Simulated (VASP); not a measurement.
# Si3C (P4/mmm) in VASP: relaxation of cell and atoms with PBE

Aim: the relaxation of cell and atoms of Si3C with PBE.

Everything below comes from runs of VASP 6.6.1. Logs are shortened: lines on timing, memory, paths and dates and some standing lists are left out, and cuts for length are marked.

## Step 1: The cell of the first run

Symmetry: P4/mmm, No. 123, tetragonal system. Conventional cell: a = 2.743 Å, b = 2.743 Å, c = 7.760 Å, α = 90.00°, β = 90.00°, γ = 90.00°. Within 3.6 Å of Si (site symmetry 4mm) lie 4 C at 2.74 Å and 8 Si at 2.74 Å. Within 3.6 Å of Si (site symmetry 4/mmm) lie 12 Si at 2.74 Å. C (site symmetry 4/mmm) has 8 Si at 2.74 Å and 4 C at 2.74 Å within 3.6 Å.

## Step 2: Relaxation of cell and atoms, PBE

INCAR reads:

```
PREC = Accurate
ENCUT = 1300
EDIFF = 1E-7
ISMEAR = 0
SIGMA = 0.1
LREAL = False
LASPH = True
NELM = 120
ALGO = Normal
ISIF = 3
LWAVE = False
LCHARG = False
GGA = PE
IBRION = 2
NSW = 90
EDIFFG = -0.04
GGA_COMPAT = False
NELMIN = 4
```

KPOINTS reads:

```
Automatic mesh
0
Gamma
  6 6 2
```

POSCAR reads:

```
Si3C
1.0
    2.7434356100      0.0000000000      0.0000000000
    0.0000000000      2.7434356100      0.0000000000
    0.0000000000      0.0000000000      7.7596076900
Si C
3 1
Direct
    0.0000000000      0.0000000000      0.7500000000
    0.5000000000      0.5000000000      0.5000000000
    0.0000000000      0.0000000000      0.2500000000
    0.5000000000      0.5000000000      0.0000000000
```

Potentials or basis: VASP PAW PBE potentials, release 64 (Si, C_h).

Command:

```sh
cat potpaw_PBE.64/Si/POTCAR potpaw_PBE.64/C_h/POTCAR > POTCAR
mpirun -np 1 vasp_std > vasp.out
```

OUTCAR:

```text
PREC = Accurate
   ENCUT = 1300
   EDIFF = 1E-7
   ISMEAR = 0
   LREAL = False
   LASPH = True
   NELM = 120
   ISIF = 3
   GGA = PE
   IBRION = 2
   NSW = 90
   EDIFFG = -0.04
   NELMIN = 4

 ion  position               nearest neighbor table
   1  0.000  0.000  0.750-   2 2.74   2 2.74   2 2.74   2 2.74
   2  0.500  0.500  0.500-   1 2.74   3 2.74   1 2.74   3 2.74   1 2.74   3 2.74   1 2.74   3 2.74

   3  0.000  0.000  0.250-   2 2.74   2 2.74   2 2.74   2 2.74
   4  0.500  0.500  0.000-

  LATTYP: Found a simple tetragonal cell.
 ALAT       =     2.7434356100
 C/A-ratio  =     2.8284271232

  Lattice vectors:

 A1 = (   2.7434356100,   0.0000000000,   0.0000000000)
 A2 = (   0.0000000000,   2.7434356100,   0.0000000000)
 A3 = (   0.0000000000,   0.0000000000,   7.7596076900)

Analysis of symmetry for initial positions (statically):
=====================================================================
 Subroutine PRICEL returns:
 Original cell was already a primitive cell.

 Routine SETGRP: Setting up the symmetry group for a
 simple tetragonal supercell.

 Subroutine GETGRP returns: Found 16 space group operations
 (whereof 16 operations were pure point group operations)
 out of a pool of 16 trial point group operations.

The static configuration has the point symmetry D_4h.

Analysis of symmetry for dynamics (positions and initial velocities):
=====================================================================
 Subroutine PRICEL returns:
 Original cell was already a primitive cell.

 Routine SETGRP: Setting up the symmetry group for a
 simple tetragonal supercell.

 Subroutine GETGRP returns: Found 16 space group operations
 (whereof 16 operations were pure point group operations)
 out of a pool of 16 trial point group operations.

The dynamic configuration has the point symmetry D_4h.

 Subroutine INISYM returns: Found 16 space group operations
 (whereof 16 operations are pure point group operations),
 and found     1 'primitive' translations

----------------------------------------------------------------------------------------

                                     Primitive cell

  volume of cell :      58.4022

  direct lattice vectors                    reciprocal lattice vectors
[... 109 lines left out ...]
  Thomas-Fermi vector in A             =   2.198736
   LORBIT       =      0    0 simple, 1 ext, 2 COOP (PROOUT), +10 PAW based schemes
   GGA     = PE    functional components
   LHFCALC =     F    Hartree Fock is set to
   AEXX    =    0.0000 exact exchange contribution
   IVDW    =     0    specifies the selected vdW correction
   LEPSILON=     F    determine dielectric tensor
   LRPA    =     F    only Hartree local field effects (RPA)
 conjugate gradient relaxation of ions
 non-spin polarized calculation
 Gauss-broadening in eV      SIGMA  =   0.10
  energy-cutoff  :     1300.00
  volume of cell :       58.40
 maximum number of plane-waves:      6304
   NGX = 17   NGY = 17   NGZ = 45

--------------------------------------- Ionic step        1  -------------------------------------------

 number of electron      16.0000000 magnetization

 Free energy of the ion-electron system (eV)
  ---------------------------------------------------
  ext. energy  EPLUGINS =         0.00000000
  ---------------------------------------------------
  free energy    TOTEN  =       -18.96465000 eV

  energy without entropy =      -18.95536450  energy(sigma->0) =      -18.96000725

------------------------ aborting loop because EDIFF is reached ----------------------------------------

  FORCE on cell =-STRESS in cart. coord.  units (eV):
  Direction    XX          YY          ZZ          XY          YZ          ZX
  --------------------------------------------------------------------------------------
  -------------------------------------------------------------------------------------
  Total       -2.5433513     -2.5433513     -6.5319225      0.0000000      0.0000000     -0.0000000
  in kB      -69.7730361    -69.7730361   -179.1935179      0.0000000      0.0000000     -0.0000000
  external PRESSURE =    -106.2465300 kB  Pullay stress =       0.0000000 kB
[... 25 lines left out ...]
--------------------------------------- Ionic step        2  -------------------------------------------

 number of electron      16.0000000 magnetization

 E-fermi :   9.9118     XC(G=0): -11.4146

 val. band max:        9.8993814121   @ k =   0.5000   0.5000   0.5000
 cond. band min:       9.9240134615   @ k =   0.1667   0.1667   0.5000
 fundamental gap:      0.0246320493
 Fermi energy:         9.9117620611

 k-point     1 :       0.0000    0.0000    0.0000
  band No.  band energies     occupation
      1      -5.3394      2.00000
      2      -2.7885      2.00000
      3      -2.4053      2.00000
      4       4.9710      2.00000
      5       5.6402      2.00000
      6      11.1554      0.00000
      7      11.1554      0.00000
      8      14.1456      0.00000
      9      14.1456      0.00000
     10      14.5713      0.00000
     11      14.6241      0.00000
     12      14.8963      0.00000
[... 352 lines left out ...]
  FREE ENERGIE OF THE ION-ELECTRON SYSTEM (eV)
  ---------------------------------------------------
  free  energy   TOTEN  =       -19.7651835546 eV

  energy  without entropy=      -19.7492551079  energy(sigma->0) =      -19.75721933

[... ionic steps 4 to 18 ...]

--------------------------------------- Ionic step       19  -------------------------------------------

 number of electron      16.0000000 magnetization

------------------------ aborting loop because EDIFF is reached ----------------------------------------
[... 71 lines left out ...]
--------------------------------------- Ionic step       21  -------------------------------------------

 number of electron      16.0000000 magnetization

 Free energy of the ion-electron system (eV)
  ---------------------------------------------------
  ext. energy  EPLUGINS =         0.00000000
  ---------------------------------------------------
  free energy    TOTEN  =       -20.88607388 eV

  energy without entropy =      -20.87401087  energy(sigma->0) =      -20.88004238

 E-fermi :  11.0308     XC(G=0): -11.7425

 val. band max:       11.0283459175   @ k =   0.5000   0.3333   0.0000
 cond. band min:      11.1145756059   @ k =   0.3333   0.0000   0.5000
 fundamental gap:      0.0862296884
 Fermi energy:        11.0308193379

 k-point     1 :       0.0000    0.0000    0.0000
  band No.  band energies     occupation
      1      -5.3157      2.00000
      2      -0.9296      2.00000
      3      -0.2664      2.00000
      4       9.2280      2.00000
      5       9.2280      2.00000
      6       9.8060      2.00000
      7      10.7978      1.99902
      8      12.9412      0.00000
      9      14.2648      0.00000
     10      14.2648      0.00000
     11      14.3377      0.00000
     12      15.9418      0.00000
[... 314 lines left out ...]
  FREE ENERGIE OF THE ION-ELECTRON SYSTEM (eV)
  ---------------------------------------------------
  free  energy   TOTEN  =       -20.8860738830 eV

  energy  without entropy=      -20.8740108727  energy(sigma->0) =      -20.88004238

 reached required accuracy - stopping structural energy minimisation
```

OSZICAR:

```text
N       E                     dE             d eps       ncg     rms          rms(c)
DAV:   1     0.611959307953E+02    0.61196E+02   -0.11344E+04   480   0.236E+03
DAV:   2    -0.133111996691E+02   -0.74507E+02   -0.70765E+02   576   0.214E+02
DAV:   3    -0.188571576133E+02   -0.55460E+01   -0.50940E+01   700   0.486E+01
[... 224 lines left out ...]
DAV:   4    -0.208860741146E+02    0.43171E-04   -0.59000E-05   532   0.583E-02    0.941E-03
DAV:   5    -0.208860732647E+02    0.84993E-06   -0.27424E-06   592   0.116E-02    0.681E-03
DAV:   6    -0.208860737407E+02   -0.47603E-06   -0.59805E-07   604   0.558E-03    0.183E-03
DAV:   7    -0.208860738639E+02   -0.12320E-06   -0.90847E-08   272   0.256E-03    0.511E-04
DAV:   8    -0.208860738830E+02   -0.19071E-07   -0.24967E-08   240   0.127E-03
  21 F= -.20886074E+02 E0= -.20880042E+02  d E =-.103974E-02
```

CONTCAR:

```text
Si3C
   1.00000000000000
     2.8381783093355271    0.0000000000000000   -0.0000000000000000
     0.0000000000000000    2.8381783093355271   -0.0000000000000000
     0.0000000000000000    0.0000000000000000    5.7991993955672836
  Si              C
     3     1
Direct
     0.0000000000000000    0.0000000000000000    0.7972513393710944
     0.5000000000000000    0.5000000000000000    0.5000000000000000
     0.0000000000000000    0.0000000000000000    0.2027486606289058
     0.5000000000000000    0.5000000000000000    0.0000000000000000

  0.00000000E+00  0.00000000E+00  0.00000000E+00
  0.00000000E+00  0.00000000E+00  0.00000000E+00
  0.00000000E+00  0.00000000E+00  0.00000000E+00
  0.00000000E+00  0.00000000E+00  0.00000000E+00
```

Run time: 7 min. Hardware: 1 thread of Intel Xeon Platinum 8488C (Sapphire Rapids), shared host; peak memory 0.35 GiB.

Results:

```yaml
Free_energy: -20.8861 eV
Relaxed_volume: 11.68 Å³/atom
Relaxed_cell: a = 2.838 Å, b = 2.838 Å, c = 5.799 Å, α = 90.00°, β = 90.00°, γ = 90.00°
Space_group_after_relaxing_to_0.1_Å: P4/mmm (No. 123)
Energy_gained_by_relaxing: 480.4 meV/atom
Ionic_steps: 21
Pressure_after_relaxing: 0.0 GPa
Largest_force_after_relaxing: 0.019 eV/Å
```

Forces on the atoms (eV/Å):
```
Si   0.000  0.000 -0.019
Si   0.000  0.000  0.000
Si   0.000  0.000  0.019
C    0.000  0.000  0.000
```

Step by step:
```tsv
step	energy change (eV)	largest force (eV/Å)	pressure (GPa)	volume (Å³)
1	0.0000	1.0350	-10.62	58.40
2	-0.6299	1.4560	-3.19	50.55
3	-0.8005	2.3158	12.22	43.65
4	-1.0787	2.1079	14.05	42.19
5	-0.9966	1.5711	40.59	37.89
6	-1.1373	1.7971	20.40	40.86
7	-1.2439	1.3760	26.34	39.72
8	-1.7721	0.0429	12.42	42.57
9	-1.8005	1.3083	7.47	44.54
10	-1.8141	1.0847	8.13	44.01
11	-1.8160	0.9920	8.56	43.79
12	-1.8952	0.2382	3.17	45.21
13	-1.9000	0.3747	0.33	46.14
14	-1.9029	0.1527	1.37	45.79
15	-1.9108	0.0419	0.79	46.13
16	-1.9144	0.2029	0.09	46.49
17	-1.9145	0.2223	-0.01	46.54
18	-1.9171	0.1767	-0.25	46.67
19	-1.9202	0.0705	-0.73	46.96
20	-1.9204	0.0377	-0.84	47.04
21	-1.9214	0.0187	-0.02	46.71
```

Final structure:
```yaml
crystal:
  lattice:
    - [2.83818, 0.00000, 0.00000]
    - [0.00000, 2.83818, 0.00000]
    - [0.00000, 0.00000, 5.79920]
  atoms:
    - { symbol: Si, position: [0.00000, 0.00000, 0.79725] }
    - { symbol: Si, position: [0.50000, 0.50000, 0.50000] }
    - { symbol: Si, position: [0.00000, 0.00000, 0.20275] }
    - { symbol: C, position: [0.50000, 0.50000, 0.00000] }
```

Caveat: the k points lie up to 0.54 Å⁻¹ apart in the final cell; the volume moved by over 15 % at a fixed basis, so the end points are rough; the highest band is partly filled, so the run has too few bands.
